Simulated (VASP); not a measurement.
# Ru (Fd-3m) in VASP: a series of runs, part 3 of 3

VASP 6.6.1. Earlier steps stand in the parts before.

### 5 Single point, LDA

This run uses another cell than the first one, of 19.21 Å³/atom, 0.962 times its volume.

The input, INCAR:

```
  ALGO = Normal
  EDIFF = 1E-6
  ENCUT = 520
  ISIF = 2
  ISMEAR = -1
  LASPH = T
  LCHARG = T
  LELF = T
  LREAL = F
  LVHAR = T
  LWAVE = F
  NBANDS = 21
  NELM = 80
  PREC = Accurate
  SIGMA = 0.1
```

The input, KPOINTS:

```
k-points
0
Gamma
  17 17 17
```

The input, POSCAR:

```
Ru
1.0
    0.0000000000      2.6780858718      2.6780858718
    2.6780858718      0.0000000000      2.6780858718
    2.6780858718      2.6780858718      0.0000000000
Ru
2
Direct
    0.1250000000      0.1250000000      0.1250000000
    0.8750000000      0.8750000000      0.8750000000
```

Potentials or basis: VASP PAW LDA potentials, release 64 (Ru_pv).

On the command line:

```
> cat potpaw_LDA.64/Ru_pv/POTCAR > POTCAR
> mpirun -np 1 vasp_std > vasp.out
```

OUTCAR:

```text
EDIFF = 1E-6
   ENCUT = 520
   ISIF = 2
   ISMEAR = -1
   LASPH = T
   LREAL = F
   NELM = 80
   PREC = Accurate

 ion  position               nearest neighbor table
   1  0.125  0.125  0.125-   2 2.32   2 2.32   2 2.32   2 2.32
   2  0.875  0.875  0.875-   1 2.32   1 2.32   1 2.32   1 2.32

  LATTYP: Found a face centered cubic cell.
 ALAT       =     5.3561717436

  Lattice vectors:

 A1 = (   0.0000000000,   2.6780858718,   2.6780858718)
 A2 = (   2.6780858718,   0.0000000000,   2.6780858718)
 A3 = (   2.6780858718,   2.6780858718,   0.0000000000)

Analysis of symmetry for initial positions (statically):
=====================================================================
 Subroutine PRICEL returns:
 Original cell was already a primitive cell.

 Routine SETGRP: Setting up the symmetry group for a
 face centered cubic supercell.

 Subroutine GETGRP returns: Found 48 space group operations
 (whereof 12 operations were pure point group operations)
 out of a pool of 48 trial point group operations.

The static configuration has the point symmetry D_3d.
 The point group associated with its full space group is O_h .

Analysis of symmetry for dynamics (positions and initial velocities):
=====================================================================
 Subroutine PRICEL returns:
 Original cell was already a primitive cell.

 Routine SETGRP: Setting up the symmetry group for a
 face centered cubic supercell.

 Subroutine GETGRP returns: Found 48 space group operations
 (whereof 12 operations were pure point group operations)
 out of a pool of 48 trial point group operations.

The dynamic configuration has the point symmetry D_3d.
 The point group associated with its full space group is O_h .

 Subroutine INISYM returns: Found 48 space group operations
 (whereof 12 operations are pure point group operations),
 and found     1 'primitive' translations

----------------------------------------------------------------------------------------

                                     Primitive cell

  volume of cell :      38.4152

  direct lattice vectors                    reciprocal lattice vectors
     0.000000000  2.678085872  2.678085872    -0.186700511  0.186700511  0.186700511
     2.678085872  0.000000000  2.678085872     0.186700511 -0.186700511  0.186700511
     2.678085872  2.678085872  0.000000000     0.186700511  0.186700511 -0.186700511

  length of vectors
     3.787385361  3.787385361  3.787385361     0.323374770  0.323374770  0.323374770

  position of ions in fractional coordinates (direct lattice)
     0.125000000  0.125000000  0.125000000
     0.875000000  0.875000000  0.875000000

  ion indices of the primitive-cell ions
   primitive index   ion index
                 1           1
                 2           2

----------------------------------------------------------------------------------------

 KPOINTS: k-points

Automatic generation of k-mesh.
 Grid dimensions read from file:
 generate k-points for:   17   17   17

 Generating k-lattice:

  Cartesian coordinates                     Fractional coordinates (reciprocal lattice)
    -0.010982383  0.010982383  0.010982383     0.058823529  0.000000000  0.000000000
     0.010982383 -0.010982383  0.010982383     0.000000000  0.058823529  0.000000000
     0.010982383  0.010982383 -0.010982383     0.000000000  0.000000000  0.058823529

  Length of vectors
     0.019022045  0.019022045  0.019022045

  Shift w.r.t. Gamma in fractional coordinates (k-lattice)
     0.000000000  0.000000000  0.000000000

 Subroutine IBZKPT returns following result:
 ===========================================

 Found    165 irreducible k-points:

 Following reciprocal coordinates:
            Coordinates               Weight
  0.000000  0.000000  0.000000      1.000000
  0.058824  0.000000  0.000000      8.000000
  0.117647  0.000000  0.000000      8.000000
  0.176471  0.000000  0.000000      8.000000
  0.235294  0.000000  0.000000      8.000000
  0.294118  0.000000  0.000000      8.000000
[... 16 lines left out ...]
 -0.176471  0.058824  0.000000     24.000000
 -0.117647  0.058824  0.000000     24.000000
 [... further k-points ...]
   k-points           NKPTS =    165   k-points in BZ     NKDIM =    165   number of bands    NBANDS=     21
   number of dos      NEDOS =    301   number of ions     NIONS =      2
   total plane-waves  NPLWV =  21952
   dimension x,y,z NGX =    28 NGY =   28 NGZ =   28
   dimension x,y,z NGXF=    56 NGYF=   56 NGZF=   56
   ions per type =               2
   NGX,Y,Z   is equivalent  to a cutoff of  12.29, 12.29, 12.29 a.u.
   NGXF,Y,Z  is equivalent  to a cutoff of  24.58, 24.58, 24.58 a.u.
 SYSTEM =  unknown system
   PREC   = accura    normal or accurate (medium, high low for compatibility)
   ISTART =      0    job   : 0-new  1-cont  2-samecut
   ICHARG =      2    charge: 1-file 2-atom 10-const
   ISPIN  =      1    spin polarized calculation?
   LNONCOLLINEAR =      F non collinear calculations
   LSORBIT =      F    spin-orbit coupling
   LASPH  =      T    aspherical Exc in radial PAW
   ENCUT  =  520.0 eV  38.22 Ry    6.18 a.u.   7.04  7.04  7.04*2*pi/ulx,y,z
   NELM   =     80;   NELMIN=  2; NELMDL= -5     # of ELM steps
   EDIFF  = 0.1E-05   stopping-criterion for ELM
   LREAL  =      F    real-space projection
   EDIFFG = 0.1E-04   stopping-criterion for IOM
   NSW    =      0    number of steps for IOM
   IBRION =     -1    ionic relax: 0-MD 1-quasi-New 2-CG
   NFREE  =      0    steps in history (QN), initial steepest desc. (CG)
   ISIF   =      2    stress and relaxation
   ISYM   =      2    0-nonsym 1-usesym 2-fastsym
   POTIM  = 0.5000    time-step for ionic-motion
   TEBEG  =    0.0;   TEEND  =   0.0 temperature during run
   PSTRESS=    0.0 pullay stress
   NELECT =      28.0000    total number of electrons
   NUPDOWN=      -1.0000    fix difference up-down
   EMIN   =  10.00;   EMAX   =-10.00  energy-range for DOS
   EFERMI =   0.00;   METHOD = LEGACY
   ISMEAR =    -1;   SIGMA  =   0.10  broadening in eV -4-tet -1-fermi 0-gaus
   EFERMI_NEDOS =   21; number of points for ismear=-14 and -15
   IALGO  =     38    algorithm
   IMIX   =      4    mixing-type and parameters
     AMIX     =   0.40;   BMIX     =  1.00
     AMIX_MAG =   1.60;   BMIX_MAG =  1.00
  volume/ion in A,a.u.               =      19.21       129.62
  Fermi-wavevector in a.u.,A,eV,Ry     =   1.473306  2.784145 29.533229  2.170631
  Thomas-Fermi vector in A             =   2.588215
   LORBIT       =      0    0 simple, 1 ext, 2 COOP (PROOUT), +10 PAW based schemes
   GGA     = CA    functional components
   LHFCALC =     F    Hartree Fock is set to
   AEXX    =    0.0000 exact exchange contribution
   IVDW    =     0    specifies the selected vdW correction
   LEPSILON=     F    determine dielectric tensor
   LRPA    =     F    only Hartree local field effects (RPA)
 non-spin polarized calculation
  energy-cutoff  :      520.00
  volume of cell :       38.42
 maximum number of plane-waves:      1048
   NGX = 15   NGY = 15   NGZ = 15

 number of electron      27.9999998 magnetization

 Free energy of the ion-electron system (eV)
  ---------------------------------------------------
  ext. energy  EPLUGINS =         0.00000000
  ---------------------------------------------------
  free energy    TOTEN  =       -18.61629931 eV

  energy without entropy =      -18.55819031  energy(sigma->0) =      -18.58724481

 E-fermi :   7.5102     XC(G=0): -11.9361

 val. band max:        7.5098045478   @ k =   0.3529   0.2353   0.0588
 cond. band min:       7.5139451688   @ k =   0.4118   0.3529   0.0588
 fundamental gap:      0.0041406210
 Fermi energy:         7.5102317780

 k-point     1 :       0.0000    0.0000    0.0000
  band No.  band energies     occupation
      1     -35.5934      2.00000
      2     -35.5934      2.00000
      3     -35.5934      2.00000
      4     -34.5684      2.00000
      5     -34.5684      2.00000
      6     -34.5684      2.00000
[... 13 lines left out ...]
     20      20.2324      0.00000
     21      20.7710      0.00000

 k-point     2 :       0.0588    0.0000    0.0000
  band No.  band energies     occupation
      1     -35.5977      2.00000
      2     -35.5977      2.00000
      3     -35.5928      2.00000
      4     -34.5693      2.00000
      5     -34.5638      2.00000
      6     -34.5638      2.00000
[... 520 lines left out ...]
 k-point    24 :      -0.1176    0.0588    0.0000
  band No.  band energies     occupation
      1     -35.6326      2.00000
      2     -35.6125      2.00000
      3     -35.5812      2.00000
      4     -34.5824      2.00000
      5     -34.5480      2.00000
      6     -34.5272      2.00000
[... 13 lines left out ...]
     20      18.1457      0.00000
     21      19.1849      0.00000

 [... further k-points ...]
[... 5 lines left out ...]
  --------------------------------------------------------------------------------------
  -------------------------------------------------------------------------------------
  Total        0.2079449      0.2079449      0.2079449      0.0000000     -0.0000000     -0.0000000
  in kB        8.6727191      8.6727191      8.6727191      0.0000000     -0.0000000     -0.0000000
  external PRESSURE =       8.6727191 kB  Pullay stress =       0.0000000 kB

 VOLUME and BASIS-vectors are now :
 -----------------------------------------------------------------------------
  energy-cutoff  :      520.00
  volume of cell :       38.42
      direct lattice vectors                 reciprocal lattice vectors
     0.000000000  2.678085872  2.678085872    -0.186700511  0.186700511  0.186700511
     2.678085872  0.000000000  2.678085872     0.186700511 -0.186700511  0.186700511
     2.678085872  2.678085872  0.000000000     0.186700511  0.186700511 -0.186700511

 POSITION                                       TOTAL-FORCE (eV/Angst)
 -----------------------------------------------------------------------------------
      0.66952      0.66952      0.66952         0.000000     -0.000000     -0.000000
      4.68665      4.68665      4.68665        -0.000000      0.000000      0.000000
 -----------------------------------------------------------------------------------
    total drift:                                0.000000     -0.000000     -0.000000

  FREE ENERGIE OF THE ION-ELECTRON SYSTEM (eV)
  ---------------------------------------------------
  free  energy   TOTEN  =       -18.6162993143 eV

  energy  without entropy=      -18.5581903100  energy(sigma->0) =      -18.58724481
```

OSZICAR:

```text
N       E                     dE             d eps       ncg     rms          rms(c)
DAV:   1     0.284044593598E+03    0.28404E+03   -0.17463E+04  6946   0.140E+03
DAV:   2    -0.137086167187E+02   -0.29775E+03   -0.28785E+03  7380   0.423E+02
DAV:   3    -0.192341711622E+02   -0.55256E+01   -0.54907E+01  7715   0.658E+01
DAV:   4    -0.192851580643E+02   -0.50987E-01   -0.50972E-01  9481   0.565E+00
DAV:   5    -0.192856012188E+02   -0.44315E-03   -0.44295E-03  7928   0.469E-01    0.139E+01
DAV:   6    -0.186899927471E+02    0.59561E+00   -0.15309E+00  7340   0.111E+01    0.484E+00
DAV:   7    -0.186304939883E+02    0.59499E-01   -0.73924E-02  8350   0.213E+00    0.183E+00
DAV:   8    -0.186162566650E+02    0.14237E-01   -0.18195E-02  7235   0.905E-01    0.656E-02
DAV:   9    -0.186162870582E+02   -0.30393E-04   -0.40863E-04  8477   0.166E-01    0.343E-02
DAV:  10    -0.186162993348E+02   -0.12277E-04   -0.20505E-05  7991   0.437E-02    0.272E-03
DAV:  11    -0.186162993143E+02    0.20541E-07   -0.54490E-07  5808   0.614E-03
   1 F= -.18616299E+02 E0= -.18587245E+02  d E =-.581090E-01
```

stdout:

```text
POSCAR found type information on POSCAR Ru
 POSCAR found :  1 types and       2 ions
 scaLAPACK will be used
 LDA part: xc-table for (Slater(with rela. corr.)+CA(PZ))
 , standard interpolation
 POSCAR, INCAR and KPOINTS ok, starting setup
 FFT: planning ... GRIDC
 FFT: planning ... GRID_SOFT
 FFT: planning ... GRID
 WAVECAR not read
 entering main loop
```

It took 2.4 min on 1 thread of Intel Xeon 6975P-C, shared host; peak memory 0.22 GiB.

What came out:

| Item | Value |
| --- | --- |
| Free energy | -18.6163 eV |
| Pressure | 0.9 GPa |
| Band gap on the k mesh | zero (band 14 reaches 8.00 eV, above the bottom of band 15 at 6.96 eV) |

### 6 The runs side by side

| cell | k mesh | gap on the mesh (eV) | pressure (GPa) |
| --- | --- | --- | --- |
| a = 3.837 Å, angles 60.0°, 2 atoms | 11 × 11 × 11 | none | -6.2 |
| a = 3.886 Å, angles 60.0°, 2 atoms | 11 × 11 × 11 | none | -11.8 |
| a = 3.933 Å, angles 60.0°, 2 atoms | 11 × 11 × 11 | none | -16.3 |
| a = 3.787 Å, angles 60.0°, 2 atoms | 17 × 17 × 17 | none | 0.9 |

Alike in all rows: task single point; level LDA; potentials or basis VASP PAW LDA potentials, release 64 (Ru_pv); no spin polarisation; cutoff (eV) 520; smearing fermi-dirac 0.1 eV.

Total energies depend on the potentials used, so only differences within one code and one set of settings carry meaning.
